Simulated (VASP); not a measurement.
# Co (P6_3/mmc) in VASP: notebook, part 2 of 2

VASP 6.6.1. The steps go on from the part before.

**3. Single point, LDA, collinear spin, ferromagnetic start**

File INCAR:

```
SYSTEM = Co
ALGO = Normal ; EDIFF = 1E-6
ENCUT = 520 ; ISIF = 2
ISMEAR = -1 ; ISPIN = 2
LASPH = .True. ; LCHARG = .True.
LELF = .True. ; LMAXMIX = 4
LORBIT = 11 ; LREAL = .False.
LVHAR = .True. ; LWAVE = .False.
MAGMOM = 1.558 1.558 ; NBANDS = 20
NELM = 150 ; PREC = Accurate
SIGMA = 0.1
```

File KPOINTS:

```
k-points
0
Gamma
  15 15 8
  0 0 0
```

File POSCAR:

```
Co
1.0
    2.4273810165      0.0000000000      0.0000000000
   -1.2136905082      2.1021736250      0.0000000000
    0.0000000000      0.0000000000      3.9230481332
Co
2
Direct
    0.3333333333      0.6666666667      0.2500000000
    0.6666666667      0.3333333333      0.7500000000
```

Potentials or basis: VASP PAW LDA potentials, release 64 (Co).

Launch:

```bash
> cat potpaw_LDA.64/Co/POTCAR > POTCAR
> mpirun -np 1 vasp_std > vasp.out
```

OUTCAR:

```text
SYSTEM = Co
   EDIFF = 1E-6
   ENCUT = 520
   ISIF = 2
   ISMEAR = -1
   ISPIN = 2
   LASPH = .True.
   LORBIT = 11
   LREAL = .False.
   NELM = 150
   PREC = Accurate

 ion  position               nearest neighbor table
   1  0.333  0.667  0.250-   2 2.41   2 2.41   2 2.41   2 2.41   2 2.41   2 2.41
   2  0.667  0.333  0.750-   1 2.41   1 2.41   1 2.41   1 2.41   1 2.41   1 2.41

  LATTYP: Found a hexagonal cell.
 ALAT       =     2.4273810165
 C/A-ratio  =     1.6161649558

  Lattice vectors:

 A1 = (   2.4273810165,   0.0000000000,   0.0000000000)
 A2 = (  -1.2136905082,   2.1021736250,   0.0000000000)
 A3 = (   0.0000000000,   0.0000000000,   3.9230481332)

Analysis of symmetry for initial positions (statically):
=====================================================================
 Subroutine PRICEL returns:
 Original cell was already a primitive cell.

 Routine SETGRP: Setting up the symmetry group for a
 hexagonal supercell.

 Subroutine GETGRP returns: Found 24 space group operations
 (whereof 12 operations were pure point group operations)
 out of a pool of 24 trial point group operations.

The static configuration has the point symmetry D_3d.
 The point group associated with its full space group is D_6h.

Analysis of symmetry for dynamics (positions and initial velocities):
=====================================================================
 Subroutine PRICEL returns:
 Original cell was already a primitive cell.

 Routine SETGRP: Setting up the symmetry group for a
 hexagonal supercell.

 Subroutine GETGRP returns: Found 24 space group operations
 (whereof 12 operations were pure point group operations)
 out of a pool of 24 trial point group operations.

The dynamic configuration has the point symmetry D_3d.
 The point group associated with its full space group is D_6h.

Analysis of structural, dynamic, and magnetic symmetry:
=====================================================================
 Subroutine PRICEL returns:
 Original cell was already a primitive cell.

 Routine SETGRP: Setting up the symmetry group for a
 hexagonal supercell.

 Subroutine GETGRP returns: Found 24 space group operations
 (whereof 12 operations were pure point group operations)
 out of a pool of 24 trial point group operations.

The overall configuration has the point symmetry D_3d.
 The point group associated with its full space group is D_6h.

 Subroutine INISYM returns: Found 24 space group operations
 (whereof 12 operations are pure point group operations),
 and found     1 'primitive' translations

----------------------------------------------------------------------------------------

                                     Primitive cell

  volume of cell :      20.0184

  direct lattice vectors                    reciprocal lattice vectors
     2.427381017  0.000000000  0.000000000     0.411966639  0.237849050  0.000000000
    -1.213690508  2.102173625  0.000000000     0.000000000  0.475698100  0.000000000
     0.000000000  0.000000000  3.923048133     0.000000000  0.000000000  0.254903831

  length of vectors
     2.427381017  2.427381017  3.923048133     0.475698100  0.475698100  0.254903831

  position of ions in fractional coordinates (direct lattice)
     0.333333333  0.666666667  0.250000000
     0.666666667  0.333333333  0.750000000

[... 68 lines left out ...]
   ISTART =      0    job   : 0-new  1-cont  2-samecut
   ICHARG =      2    charge: 1-file 2-atom 10-const
   ISPIN  =      2    spin polarized calculation?
   LNONCOLLINEAR =      F non collinear calculations
   LSORBIT =      F    spin-orbit coupling
   LASPH  =      T    aspherical Exc in radial PAW
   ENCUT  =  520.0 eV  38.22 Ry    6.18 a.u.   4.51  4.51  7.29*2*pi/ulx,y,z
   NELM   =    150;   NELMIN=  2; NELMDL= -5     # of ELM steps
   EDIFF  = 0.1E-05   stopping-criterion for ELM
   LREAL  =      F    real-space projection
   EDIFFG = 0.1E-04   stopping-criterion for IOM
   NSW    =      0    number of steps for IOM
   IBRION =     -1    ionic relax: 0-MD 1-quasi-New 2-CG
   NFREE  =      0    steps in history (QN), initial steepest desc. (CG)
   ISIF   =      2    stress and relaxation
   ISYM   =      2    0-nonsym 1-usesym 2-fastsym
   POTIM  = 0.5000    time-step for ionic-motion
   TEBEG  =    0.0;   TEEND  =   0.0 temperature during run
   PSTRESS=    0.0 pullay stress
   NELECT =      18.0000    total number of electrons
   NUPDOWN=      -1.0000    fix difference up-down
   EMIN   =  10.00;   EMAX   =-10.00  energy-range for DOS
   EFERMI =   0.00;   METHOD = LEGACY
   ISMEAR =    -1;   SIGMA  =   0.10  broadening in eV -4-tet -1-fermi 0-gaus
   EFERMI_NEDOS =   21; number of points for ismear=-14 and -15
   IALGO  =     38    algorithm
   IMIX   =      4    mixing-type and parameters
     AMIX     =   0.40;   BMIX     =  1.00
     AMIX_MAG =   1.60;   BMIX_MAG =  1.00
  volume/ion in A,a.u.               =      10.01        67.55
  Fermi-wavevector in a.u.,A,eV,Ry     =   1.580116  2.985986 33.970567  2.496766
  Thomas-Fermi vector in A             =   2.680392
   LORBIT       =     11    0 simple, 1 ext, 2 COOP (PROOUT), +10 PAW based schemes
   GGA     = CA    functional components
   LHFCALC =     F    Hartree Fock is set to
   AEXX    =    0.0000 exact exchange contribution
   IVDW    =     0    specifies the selected vdW correction
   LEPSILON=     F    determine dielectric tensor
   LRPA    =     F    only Hartree local field effects (RPA)
 spin polarized calculation
  energy-cutoff  :      520.00
  volume of cell :       20.02
 maximum number of plane-waves:       557
 NGX is ok and might be reduce to    18
   NGX =  9   NGY =  9   NGZ = 15

 number of electron      17.9999991 magnetization       2.8630952

 Free energy of the ion-electron system (eV)
  ---------------------------------------------------
  ext. energy  EPLUGINS =         0.00000000
  ---------------------------------------------------
  free energy    TOTEN  =       -16.28281035 eV

  energy without entropy =      -16.20461134  energy(sigma->0) =      -16.24371084

 E-fermi :  11.0932     XC(G=0): -14.2186

 val. band max:       11.0878205888   @ k =   0.2667   0.0000   0.5000
 cond. band min:      11.0949558824   @ k =   0.0667   0.0667   0.2500
 fundamental gap:      0.0071352936
 Fermi energy:        11.0931860286

 spin component 1

 k-point     1 :       0.0000    0.0000    0.0000
  band No.  band energies     occupation
      1       1.7252      1.00000
      2       5.6679      1.00000
      3       8.5422      1.00000
      4       8.5696      1.00000
      5       8.5696      1.00000
      6       8.9349      1.00000
[... 541 lines left out ...]
     19      31.7117      0.00000
     20      41.4366      0.00000

 [... further k-points ...]

 spin component 2

 k-point     1 :       0.0000    0.0000    0.0000
  band No.  band energies     occupation
      1       1.9054      1.00000
      2       6.4994      1.00000
      3       9.8621      1.00000
      4       9.8801      0.99999
      5       9.8801      0.99999
      6      10.2885      0.99968
[... 541 lines left out ...]
     19      32.1090      0.00000
     20      41.8553      0.00000

 [... further k-points ...]

------------------------ aborting loop because EDIFF is reached ----------------------------------------

  FORCE on cell =-STRESS in cart. coord.  units (eV):
  Direction    XX          YY          ZZ          XY          YZ          ZX
  --------------------------------------------------------------------------------------
  -------------------------------------------------------------------------------------
  Total       -0.1635557     -0.1635557     -0.2847865     -0.0000000     -0.0000000     -0.0000000
  in kB      -13.0901935    -13.0901935    -22.7929138     -0.0000000     -0.0000000     -0.0000000
  external PRESSURE =     -16.3244336 kB  Pullay stress =       0.0000000 kB

 VOLUME and BASIS-vectors are now :
 -----------------------------------------------------------------------------
  energy-cutoff  :      520.00
  volume of cell :       20.02
      direct lattice vectors                 reciprocal lattice vectors
     2.427381017  0.000000000  0.000000000     0.411966639  0.237849050  0.000000000
    -1.213690508  2.102173625  0.000000000     0.000000000  0.475698100  0.000000000
     0.000000000  0.000000000  3.923048133     0.000000000  0.000000000  0.254903831

 POSITION                                       TOTAL-FORCE (eV/Angst)
 -----------------------------------------------------------------------------------
     -0.00000      1.40145      0.98076        -0.000000      0.000000      0.000000
      1.21369      0.70072      2.94229         0.000000      0.000000      0.000000
 -----------------------------------------------------------------------------------
    total drift:                                0.000000      0.000000     -0.000000

  FREE ENERGIE OF THE ION-ELECTRON SYSTEM (eV)
  ---------------------------------------------------
  free  energy   TOTEN  =       -16.2828103470 eV

  energy  without entropy=      -16.2046113352  energy(sigma->0) =      -16.24371084

 total charge

# of ion       s       p       d       tot
------------------------------------------
    1        0.523   0.589   7.338   8.450
    2        0.523   0.589   7.338   8.450
--------------------------------------------------
tot          1.046   1.178  14.676  16.900

 magnetization (x)

# of ion       s       p       d       tot
------------------------------------------
    1       -0.013  -0.036   1.475   1.426
    2       -0.013  -0.036   1.475   1.426
--------------------------------------------------
tot         -0.025  -0.073   2.950   2.852
```

OSZICAR:

```text
N       E                     dE             d eps       ncg     rms          rms(c)
DAV:   1     0.818729851215E+02    0.81873E+02   -0.78862E+03 11600   0.123E+03
DAV:   2    -0.140069093821E+02   -0.95880E+02   -0.86191E+02 10948   0.219E+02
DAV:   3    -0.186436621034E+02   -0.46368E+01   -0.44327E+01 12196   0.577E+01
DAV:   4    -0.187148926972E+02   -0.71231E-01   -0.71171E-01 13216   0.630E+00
DAV:   5    -0.187169249562E+02   -0.20323E-02   -0.20321E-02 12748   0.100E+00    0.164E+01
DAV:   6    -0.166938953860E+02    0.20230E+01   -0.69996E+00 12332   0.579E+01    0.692E+00
DAV:   7    -0.163210131114E+02    0.37288E+00   -0.11191E+00 12780   0.206E+01    0.363E+00
DAV:   8    -0.162948046598E+02    0.26208E-01   -0.13034E-02 16300   0.114E+00    0.201E+00
DAV:   9    -0.162837460102E+02    0.11059E-01   -0.22838E-03 16972   0.720E-01    0.551E-01
DAV:  10    -0.162827616177E+02    0.98439E-03   -0.34830E-04 13052   0.198E-01    0.167E-01
DAV:  11    -0.162828174740E+02   -0.55856E-04   -0.45444E-05 13940   0.126E-01    0.296E-02
DAV:  12    -0.162828094357E+02    0.80383E-05   -0.41588E-06 12324   0.211E-02    0.229E-02
DAV:  13    -0.162828103470E+02   -0.91136E-06   -0.24214E-07  6076   0.778E-03
   1 F= -.16282810E+02 E0= -.16243711E+02  d E =-.781990E-01  mag=     2.8671
```

stdout:

```text
POSCAR found type information on POSCAR Co
 POSCAR found :  1 types and       2 ions
 scaLAPACK will be used
 LDA part: xc-table for (Slater(with rela. corr.)+CA(PZ))
 , standard interpolation
 POSCAR, INCAR and KPOINTS ok, starting setup
 FFT: planning ... GRIDC
 FFT: planning ... GRID_SOFT
 FFT: planning ... GRID
 WAVECAR not read
 entering main loop
```

It took 37 s on 1 thread of Intel Xeon 6975P-C (Granite Rapids), shared host; peak memory 0.18 GiB.

Results:

* Free energy: -16.2828 eV
* Pressure: -1.6 GPa
* Net moment: 2.86 μB per cell
* Site moments: Co +1.43 μB
* Valence electrons inside the program's atomic spheres: Co 8.45

Stress tensor (GPa, compression positive):
```
-1.31  0.00  0.00
 0.00 -1.31  0.00
 0.00  0.00 -2.28
```

**4. Single point, LDA, collinear spin, ferromagnetic start**

File INCAR:

```
  PREC = Accurate
  ENCUT = 600
  EDIFF = 1E-6
  ISMEAR = -1
  SIGMA = 0.05
  LREAL = False
  LASPH = True
  NELM = 200
  ALGO = Normal
  ISIF = 2
  LWAVE = False
  LCHARG = False
  ISPIN = 2
  MAGMOM = 1.558 1.558
  LORBIT = 11
  LMAXMIX = 4
  GGA = CA
  NBANDS = 28
  GGA_COMPAT = False
```

File KPOINTS:

```
regular mesh
0
Gamma
  7 7 4
```

POSCAR is that of step 3.

Potentials or basis: VASP PAW LDA potentials, release 64 (Co_sv).

Launch:

```bash
> cat potpaw_LDA.64/Co_sv/POTCAR > POTCAR
> mpirun -np 1 vasp_std > vasp.out
```

Run time: 37 s. Hardware: 1 thread of AMD EPYC 7R43 (Zen 3), shared host; peak memory 0.11 GiB.

Results (log left out):

* Free energy: -16.3329 eV
* Pressure: -4.8 GPa
* Net moment: 2.91 μB per cell
* Site moments: Co +1.49 μB
* Valence electrons inside the program's atomic spheres: Co 15.13

Stress tensor (GPa, compression positive):
```
-4.32  0.00  0.00
 0.00 -4.32  0.00
 0.00  0.00 -5.78
```

Levels at points of the mesh, in eV from the Fermi level:
Spin up:
| k point | band 14 | band 15 | band 16 | band 17 | band 18 | band 19 | band 20 | band 21 | band 22 | band 23 |
| --- | --- | --- | --- | --- | --- | --- | --- | --- | --- | --- |
| (0.00, 0.00, 0.00) | -2.23 | -2.23 | -1.80 | -1.80 | -0.52 | -0.52 | -0.19 | 7.15 | 22.49 | 25.73 |
| (0.00, 0.00, 0.50) | -2.67 | -2.67 | -2.67 | -0.88 | -0.88 | -0.88 | -0.88 | 15.91 | 15.91 | 23.25 |
Spin down:
```csv
k point,band 14,band 15,band 16,band 17,band 18,band 19
"(0.00, 0.00, 0.00)",-0.84,-0.84,-0.36,-0.36,-0.03,1.02
"(0.00, 0.00, 0.50)",-1.33,-1.33,-1.33,0.64,0.64,0.64
```

Caveat: the k points lie up to 0.43 Å⁻¹ apart.

**5. Single point, LDA, collinear spin, ferromagnetic start**

File INCAR:

```
SYSTEM = Co
PREC = Accurate
ENCUT = 520
EDIFF = 1E-6
ISMEAR = -1
SIGMA = 0.2
LREAL = .False.
LASPH = .True.
NELM = 150
ALGO = Normal
ISIF = 2
LWAVE = .False.
LCHARG = .False.
ISPIN = 2
MAGMOM = 1.558 1.558
LORBIT = 11
LMAXMIX = 4
GGA = CA
NBANDS = 20
```

File KPOINTS:

```
Automatic mesh
0
Gamma
  15 15 8
  0 0 0
```

POSCAR is that of step 4.

Potentials or basis: VASP PAW LDA potentials, release 64 (Co).

Launch:

```bash
> cat potpaw_LDA.64/Co/POTCAR > POTCAR
> mpirun -np 1 vasp_std > vasp.out
```

It took 40 s on 1 thread of Intel Xeon 6975P-C (Granite Rapids), shared host; peak memory 0.18 GiB.

The run converged. Its results:

- Free energy: -16.4199 eV
- Pressure: -3.7 GPa
- Net moment: 2.32 μB per cell
- Site moments: Co +1.16 μB
- Valence electrons inside the program's atomic spheres: Co 8.45

Stress tensor (GPa, compression positive):
```
-3.34  0.00  0.00
 0.00 -3.34  0.00
 0.00  0.00 -4.44
```

Levels at points of the mesh, in eV from the Fermi level:
Spin up:
| k point | band 7 | band 8 | band 9 | band 10 | band 11 | band 12 | band 13 | band 14 |
| --- | --- | --- | --- | --- | --- | --- | --- | --- |
| (0.00, 0.00, 0.00) | -2.09 | -1.68 | -1.68 | -0.40 | -0.40 | -0.10 | 7.26 | 22.64 |
| (0.00, 0.00, 0.50) | -2.53 | -2.53 | -0.76 | -0.76 | -0.76 | -0.76 | 16.04 | 16.04 |
Spin down:
| k point | band 5 | band 6 | band 7 | band 8 | band 9 | band 10 | band 11 | band 12 |
| --- | --- | --- | --- | --- | --- | --- | --- | --- |
| (0.00, 0.00, 0.00) | -1.39 | -0.99 | -0.99 | -0.53 | -0.53 | 0.03 | 0.82 | 0.82 |
| (0.00, 0.00, 0.50) | -1.47 | -1.47 | -1.47 | -1.47 | 0.45 | 0.45 | 0.45 | 0.45 |

**6. Summary**

| potentials or basis | k mesh | cutoff (eV) | smearing | second run | gap on the mesh (eV) | pressure (GPa) | moment (μB) |
| --- | --- | --- | --- | --- | --- | --- | --- |
| VASP PAW LDA potentials, release 64 (Co) | 15 × 15 × 8 | 520 | fermi-dirac 0.03 eV | - | none | -1.0 | 3.00 |
| VASP PAW LDA potentials, release 64 (Co) | 15 × 15 × 8 | 520 | fermi-dirac 0.1 eV | - | none | -1.6 | 2.86 |
| VASP PAW LDA potentials, release 64 (Co_sv) | 7 × 7 × 4 | 600 | fermi-dirac 0.05 eV | valence_matched | none | -4.8 | 2.91 |
| VASP PAW LDA potentials, release 64 (Co) | 15 × 15 × 8 | 520 | fermi-dirac 0.2 eV | - | none | -3.7 | 2.32 |

Alike in all rows: task single point; level LDA; spin collinear, ferromagnetic start; cell as given.

Caveats: some runs use coarse meshes.

Total energies depend on the potentials used, so only differences within one code and one set of settings carry meaning.
